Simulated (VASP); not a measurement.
Wanted: the native input for a VASP 6.6.1 run.

```yaml
Task: single point
Functional: PBE
Potentials_or_basis: VASP PAW PBE potentials, release 64 (In_d, Sb)
Cutoff: 520 eV
k_mesh: 16 × 16 × 16
Occupations: gaussian, width 0.15 eV
Spin: no spin polarisation
Dipole_correction: no
Further_INCAR_settings: ALGO = Normal; EDIFF = 1e-07; NBANDS = 16
```

The structure of InSb lies in POSCAR:

```
InSb
1.0
    0.0000000000      3.4501219908      3.5828189905
    3.4501219908      0.0000000000      3.5828189905
    3.4501219908      3.4501219908      0.0000000000
In Sb
1 1
Direct
    0.0000000000      0.0000000000      0.0000000000
    0.7500000000      0.7500000000      0.7500000000
```

This cell differs from its parent crystal: strain +0.040 along x and y, +0.080 along z.

These files were run (other wordings do the same):

INCAR

```
PREC = Accurate
ENCUT = 520
EDIFF = 1E-7
ISMEAR = 0
SIGMA = 0.15
LREAL = F
LASPH = T
NELM = 60
ALGO = Normal
ISIF = 2
LWAVE = F
LCHARG = F
GGA = PE
NBANDS = 16
```

KPOINTS

```
Automatic mesh
0
Gamma
  16 16 16
```

Potentials or basis: VASP PAW PBE potentials, release 64 (In_d, Sb).

Launch:

```console
$ cat potpaw_PBE.64/In_d/POTCAR potpaw_PBE.64/Sb/POTCAR > POTCAR
$ mpirun -np 1 vasp_std > vasp.out
```

Results of the run:

```json
{"Pressure": "-3.9 GPa", "Band gap on the k mesh": "zero (filled and empty bands touch)"}
```

Caveat: the cell differs from its parent crystal (strain +0.040 along x and y, +0.080 along z); spin-orbit coupling is left out, which moves the levels of the heavy elements.

It took 8.9 min on 1 thread of Intel Xeon 6975P-C, on a shared host, peak memory 0.62 GiB.
